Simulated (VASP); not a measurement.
# W8C8Br in VASP: a series of runs

Runs on W8C8Br. Level: PBEsol. Tasks: single point.

All numbers are computed with VASP 6.6.1; they aren't measurements. Logs are shortened: lines on timing, memory, paths and dates and some standing lists are left out, and cuts for length are marked.

## 1. The cell of the first run

The cell holds a slab with vacuum, 17 atoms: a = 5.799 Å, b = 5.799 Å, c = 16.247 Å, α = 90.00°, β = 90.00°, γ = 120.00°.

## 2. Single point, PBEsol

Contents of INCAR:

```
PREC = Accurate ; ENCUT = 520
EDIFF = 1E-6 ; ISMEAR = 0
SIGMA = 0.1 ; LREAL = Auto
LASPH = T ; NELM = 100
ALGO = Normal ; ISIF = 2
LWAVE = F ; LCHARG = F
GGA = PS ; NBANDS = 90
```

Contents of KPOINTS:

```
regular mesh
0
Gamma
  3 3 1
```

Contents of POSCAR:

```
W8C8Br
1.0
    5.7986000000      0.0000000000      0.0000000000
   -2.8993000000      5.0217350000      0.0000000000
    0.0000000000      0.0000000000     16.2471000000
W C Br
8 8 1
Direct
    0.0000000000      0.0000000000      0.0615493842
    0.0063637468      0.0019252310      0.2356579328
   -0.0000000498      0.4999999004      0.0615493842
    0.0067303598      0.4987588951      0.2346463061
    0.5000000000      0.0000000000      0.0615493842
    0.5049480888      0.0011237152      0.2357981424
    0.4999999502      0.4999999004      0.0615493842
    0.5057789248      0.5005558836      0.2365675105
    0.3352926084      0.1681880864      0.1421271488
    0.3391470154      0.1678525450      0.3044608576
    0.3359407524      0.6669692845      0.1416439241
    0.3398673408      0.6662631541      0.3036213232
    0.8345362300      0.1662638510      0.1411807646
    0.8424559757      0.1680992725      0.3032432249
    0.8354723028      0.6668950074      0.1433743253
    0.8487556276      0.6680758742      0.3121885136
   -0.0833020114      0.6645786765      0.4251810477
```

Potentials or basis: VASP PAW PBE potentials, release 64 (W_sv, C, Br).

On the command line:

```
cat potpaw_PBE.64/W_sv/POTCAR potpaw_PBE.64/C/POTCAR potpaw_PBE.64/Br/POTCAR > POTCAR
mpirun -np 1 vasp_std > vasp.out
```

OUTCAR:

```text
PREC = Accurate
   ENCUT = 520
   EDIFF = 1E-6
   ISMEAR = 0
   LREAL = Auto
   LASPH = T
   NELM = 100
   ISIF = 2
   GGA = PS

 ion  position               nearest neighbor table
   1  0.000  0.000  0.062-  13 2.11   9 2.13  15 2.14   2 2.83   7 2.90   3 2.90   5 2.90   5 2.90
                             3 2.90   7 2.90
   2  0.006  0.002  0.236-  14 1.99  10 2.01  16 2.09   9 2.24  15 2.25  13 2.28   1 2.83   4 2.88
                             6 2.89   8 2.89   8 2.91   6 2.91   4 2.92
   3  1.000  0.500  0.062-  13 2.12  15 2.13  11 2.13   4 2.81   5 2.90   1 2.90   7 2.90   7 2.90
                             5 2.90   1 2.90
   4  0.007  0.499  0.235-  14 2.00  12 2.01  16 2.07  11 2.24  13 2.26  15 2.26   3 2.81   2 2.88
                             8 2.89   6 2.90   6 2.90   8 2.91   2 2.92
   5  0.500  0.000  0.062-  11 2.12  13 2.12   9 2.12   6 2.83   7 2.90   3 2.90   1 2.90   1 2.90
                             7 2.90   3 2.90
   6  0.505  0.001  0.236-  10 2.01  12 2.01  14 2.02  13 2.26  11 2.27   9 2.27   5 2.83   2 2.89
                             8 2.89   4 2.90   4 2.90   8 2.91   2 2.91
   7  0.500  0.500  0.062-  11 2.11   9 2.12  15 2.15   8 2.84   1 2.90   5 2.90   3 2.90   3 2.90
                             1 2.90   5 2.90
   8  0.506  0.501  0.237-  12 1.99  10 2.00  16 2.12  15 2.24   9 2.27  11 2.29   7 2.84   4 2.89
                             6 2.89   2 2.89   2 2.91   6 2.91   4 2.91
   9  0.335  0.168  0.142-   7 2.12   5 2.12   1 2.13   2 2.24   8 2.27   6 2.27
  10  0.339  0.168  0.304-   8 2.00   6 2.01   2 2.01
  11  0.336  0.667  0.142-   7 2.11   5 2.12   3 2.13   4 2.24   6 2.27   8 2.29
  12  0.340  0.666  0.304-   8 1.99   6 2.01   4 2.01
  13  0.835  0.166  0.141-   1 2.11   3 2.12   5 2.12   4 2.26   6 2.26   2 2.28
  14  0.842  0.168  0.303-   2 1.99   4 2.00   6 2.02
  15  0.835  0.667  0.143-   3 2.13   1 2.14   7 2.15   8 2.24   2 2.25   4 2.26
  16  0.849  0.668  0.312-  17 1.88   4 2.07   2 2.09   8 2.12
  17  0.917  0.665  0.425-  16 1.88

  LATTYP: Found a hexagonal cell.
 ALAT       =     5.7986000000
 C/A-ratio  =     2.8019004587

  Lattice vectors:

 A1 = (   5.7986000000,   0.0000000000,   0.0000000000)
 A2 = (  -2.8993000000,   5.0217350000,   0.0000000000)
 A3 = (   0.0000000000,   0.0000000000,  16.2471000000)

Analysis of symmetry for initial positions (statically):
=====================================================================
 Subroutine PRICEL returns:
 Original cell was already a primitive cell.

 Routine SETGRP: Setting up the symmetry group for a
 hexagonal supercell.

 Subroutine GETGRP returns: Found  1 space group operations
 (whereof  1 operations were pure point group operations)
 out of a pool of 24 trial point group operations.

The static configuration has the point symmetry C_1 .

Analysis of symmetry for dynamics (positions and initial velocities):
=====================================================================
 Subroutine PRICEL returns:
 Original cell was already a primitive cell.

 Routine SETGRP: Setting up the symmetry group for a
 hexagonal supercell.

 Subroutine GETGRP returns: Found  1 space group operations
 (whereof  1 operations were pure point group operations)
 out of a pool of 24 trial point group operations.

The dynamic configuration has the point symmetry C_1 .

 Subroutine INISYM returns: Found  1 space group operations
 (whereof  1 operations are pure point group operations),
 and found     1 'primitive' translations

----------------------------------------------------------------------------------------

                                     Primitive cell

  volume of cell :     473.0998

  direct lattice vectors                    reciprocal lattice vectors
     5.798600000  0.000000000  0.000000000     0.172455420  0.099567181  0.000000000
    -2.899300000  5.021735000  0.000000000     0.000000000  0.199134363  0.000000000
     0.000000000  0.000000000 16.247100000     0.000000000  0.000000000  0.061549446

  length of vectors
     5.798600000  5.798600081 16.247100000     0.199134366  0.199134363  0.061549446

  position of ions in fractional coordinates (direct lattice)
     0.000000000  0.000000000  0.061549384
     0.006363747  0.001925231  0.235657933
     0.999999950  0.499999900  0.061549384
     0.006730360  0.498758895  0.234646306
     0.500000000  0.000000000  0.061549384
     0.504948089  0.001123715  0.235798142
[... 9 lines left out ...]
     0.848755628  0.668075874  0.312188514
     0.916697989  0.664578676  0.425181048

  ion indices of the primitive-cell ions
   primitive index   ion index
                 1           1
                 2           2
                 3           3
                 4           4
                 5           5
                 6           6
[... 9 lines left out ...]
                16          16
                17          17

----------------------------------------------------------------------------------------

 KPOINTS: regular mesh

Automatic generation of k-mesh.
 Grid dimensions read from file:
 generate k-points for:    3    3    1

 Generating k-lattice:

  Cartesian coordinates                     Fractional coordinates (reciprocal lattice)
     0.057485140  0.033189060  0.000000000     0.333333333  0.000000000  0.000000000
     0.000000000  0.066378121  0.000000000     0.000000000  0.333333333  0.000000000
     0.000000000  0.000000000  0.061549446     0.000000000  0.000000000  1.000000000

  Length of vectors
     0.066378122  0.066378121  0.061549446

  Shift w.r.t. Gamma in fractional coordinates (k-lattice)
     0.000000000  0.000000000  0.000000000

 Subroutine IBZKPT returns following result:
 ===========================================

 Found      5 irreducible k-points:

 Following reciprocal coordinates:
            Coordinates               Weight
  0.000000  0.000000  0.000000      1.000000
  0.333333 -0.000000  0.000000      2.000000
  0.000000  0.333333  0.000000      2.000000
 -0.333333  0.333333  0.000000      2.000000
  0.333333  0.333333  0.000000      2.000000
   k-points           NKPTS =      5   k-points in BZ     NKDIM =      5   number of bands    NBANDS=     90
   number of dos      NEDOS =    301   number of ions     NIONS =     17
   total plane-waves  NPLWV = 290304
   dimension x,y,z NGX =    48 NGY =   48 NGZ =  126
   dimension x,y,z NGXF=    96 NGYF=   96 NGZF=  252
   ions per type =               8   8   1
   NGX,Y,Z   is equivalent  to a cutoff of  13.76, 13.76, 12.89 a.u.
   NGXF,Y,Z  is equivalent  to a cutoff of  27.52, 27.52, 25.79 a.u.
 SYSTEM =  unknown system
   PREC   = accura    normal or accurate (medium, high low for compatibility)
   ISTART =      0    job   : 0-new  1-cont  2-samecut
   ICHARG =      2    charge: 1-file 2-atom 10-const
   ISPIN  =      1    spin polarized calculation?
   LNONCOLLINEAR =      F non collinear calculations
   LSORBIT =      F    spin-orbit coupling
   LASPH  =      T    aspherical Exc in radial PAW
   ENCUT  =  520.0 eV  38.22 Ry    6.18 a.u.  10.78 10.78 30.21*2*pi/ulx,y,z
   NELM   =    100;   NELMIN=  2; NELMDL= -5     # of ELM steps
   EDIFF  = 0.1E-05   stopping-criterion for ELM
   LREAL  =      T    real-space projection
   EDIFFG = 0.1E-04   stopping-criterion for IOM
   NSW    =      0    number of steps for IOM
[... 5 lines left out ...]
   TEBEG  =    0.0;   TEEND  =   0.0 temperature during run
   PSTRESS=    0.0 pullay stress
   NELECT =     151.0000    total number of electrons
   NUPDOWN=      -1.0000    fix difference up-down
   EMIN   =  10.00;   EMAX   =-10.00  energy-range for DOS
   EFERMI =   0.00;   METHOD = LEGACY
   ISMEAR =     0;   SIGMA  =   0.10  broadening in eV -4-tet -1-fermi 0-gaus
   EFERMI_NEDOS =   21; number of points for ismear=-14 and -15
   IALGO  =     38    algorithm
   IMIX   =      4    mixing-type and parameters
     AMIX     =   0.40;   BMIX     =  1.00
     AMIX_MAG =   1.60;   BMIX_MAG =  1.00
  volume/ion in A,a.u.               =      27.83       187.80
  Fermi-wavevector in a.u.,A,eV,Ry     =   1.118793  2.114211 17.030367  1.251697
  Thomas-Fermi vector in A             =   2.255426
   LORBIT       =      0    0 simple, 1 ext, 2 COOP (PROOUT), +10 PAW based schemes
   GGA     = PS    functional components
   LHFCALC =     F    Hartree Fock is set to
   AEXX    =    0.0000 exact exchange contribution
   IVDW    =     0    specifies the selected vdW correction
   LEPSILON=     F    determine dielectric tensor
   LRPA    =     F    only Hartree local field effects (RPA)
 non-spin polarized calculation
 Gauss-broadening in eV      SIGMA  =   0.10
  energy-cutoff  :      520.00
  volume of cell :      473.10
 maximum number of plane-waves:     12753
 NGX is ok and might be reduce to    48
   NGX = 21   NGY = 21   NGZ = 61

 number of electron     150.9999990 magnetization

 Free energy of the ion-electron system (eV)
  ---------------------------------------------------
  ext. energy  EPLUGINS =         0.00000000
  ---------------------------------------------------
  free energy    TOTEN  =      -175.61905101 eV

  energy without entropy =     -175.60539333  energy(sigma->0) =     -175.61222217

 E-fermi :   0.6155     XC(G=0):  -6.6274

 val. band max:        0.5443481140   @ k =  -0.3333   0.3333   0.0000
 cond. band min:       0.9842457675   @ k =   0.0000   0.0000   0.0000
 fundamental gap:      0.4398976535
 Fermi energy:         0.6154652372

 k-point     1 :       0.0000    0.0000    0.0000
  band No.  band energies     occupation
      1     -73.1182      2.00000
      2     -73.0639      2.00000
      3     -73.0596      2.00000
      4     -73.0567      2.00000
      5     -73.0507      2.00000
      6     -73.0027      2.00000
[... 79 lines left out ...]
     86       3.5911      0.00000
     87       4.0939      0.00000

 k-point     2 :       0.3333   -0.0000    0.0000
  band No.  band energies     occupation
      1     -73.1039      2.00000
      2     -73.0749      2.00000
      3     -73.0613      2.00000
      4     -73.0572      2.00000
      5     -73.0418      2.00000
      6     -73.0019      2.00000
[... 266 lines left out ...]
      3     -73.0782      2.00000
      4     -73.0520      2.00000
      5     -73.0324      2.00000
      6     -73.0113      2.00000
[... 79 lines left out ...]
     86       3.1751      0.00000
     87       3.3077      0.00000
 [bands above 87 left out]

------------------------ aborting loop because EDIFF is reached ----------------------------------------

  FORCE on cell =-STRESS in cart. coord.  units (eV):
  Direction    XX          YY          ZZ          XY          YZ          ZX
  --------------------------------------------------------------------------------------
  -------------------------------------------------------------------------------------
  Total        1.4521633      1.5526273      1.6016452     -0.6737187     -0.2662757     -3.1917481
  in kB        4.9178271      5.2580534      5.4240554     -2.2815837     -0.9017565    -10.8090220
  external PRESSURE =       5.1999786 kB  Pullay stress =       0.0000000 kB

 VOLUME and BASIS-vectors are now :
 -----------------------------------------------------------------------------
  energy-cutoff  :      520.00
  volume of cell :      473.10
      direct lattice vectors                 reciprocal lattice vectors
     5.798600000  0.000000000  0.000000000     0.172455420  0.099567181  0.000000000
    -2.899300000  5.021735000  0.000000000     0.000000000  0.199134363  0.000000000
     0.000000000  0.000000000 16.247100000     0.000000000  0.000000000  0.061549446

 POSITION                                       TOTAL-FORCE (eV/Angst)
 -----------------------------------------------------------------------------------
      0.00000      0.00000      1.00000         0.157931     -0.126021     -0.055657
      0.03132      0.00967      3.82876         0.008012     -0.028571     -0.033569
      4.34895      2.51087      1.00000         0.014019      0.091149     -0.176514
     -1.40703      2.50464      3.81232        -0.004584      0.020785     -0.000211
      2.89930      0.00000      1.00000         0.061312      0.027403     -0.166645
      2.92473      0.00564      3.83104         0.015060     -0.010323     -0.030546
[... 9 lines left out ...]
      2.98464      3.35490      5.07216        -0.053799     -0.012744      0.048636
      3.38875      3.33734      6.90796        -0.569107     -0.001205      0.128632
 -----------------------------------------------------------------------------------
    total drift:                                0.005663      0.005885     -0.042129

  FREE ENERGIE OF THE ION-ELECTRON SYSTEM (eV)
  ---------------------------------------------------
  free  energy   TOTEN  =      -175.6190510060 eV

  energy  without entropy=     -175.6053933308  energy(sigma->0) =     -175.61222217
```

It took 8.9 min on 1 thread of Intel Xeon Platinum 8488C (Sapphire Rapids), shared host; peak memory 0.67 GiB.

What came out:

* Free energy: -175.6191 eV
* Largest force: 0.583 eV/Å
* Band gap on the k mesh: zero (an odd number of electrons rules out a gap without spin polarisation)

Forces in eV/Å, atoms in the order of the input:
```
W    0.158 -0.126 -0.056
W    0.008 -0.029 -0.034
W    0.014  0.091 -0.177
W   -0.005  0.021  0.000
W    0.061  0.027 -0.167
W    0.015 -0.010 -0.031
W    0.263  0.080  0.054
W    0.030  0.003 -0.057
C    0.007 -0.014 -0.014
C    0.003  0.005  0.090
C    0.002 -0.001 -0.010
C    0.035 -0.030  0.087
C    0.004  0.006  0.013
C    0.016 -0.010  0.122
C    0.011  0.000  0.002
C   -0.054 -0.013  0.049
Br  -0.569 -0.001  0.129
```

Caveat: the k points lie up to 0.42 Å⁻¹ apart, too coarse for converged energies and pressures of a metal; there is no dipole correction, which matters where the two faces differ; the PAW data sets were made with another functional, which shifts forces and pressure a little; spin-orbit coupling is left out, which moves the levels of the heavy elements; an odd number of electrons without spin polarisation forces a metal; a magnetic or distorted state may lie lower.

(Continued in part 2 of 2.)

The gap in the log of VASP goes by the Fermi energy; the results here count the filled bands.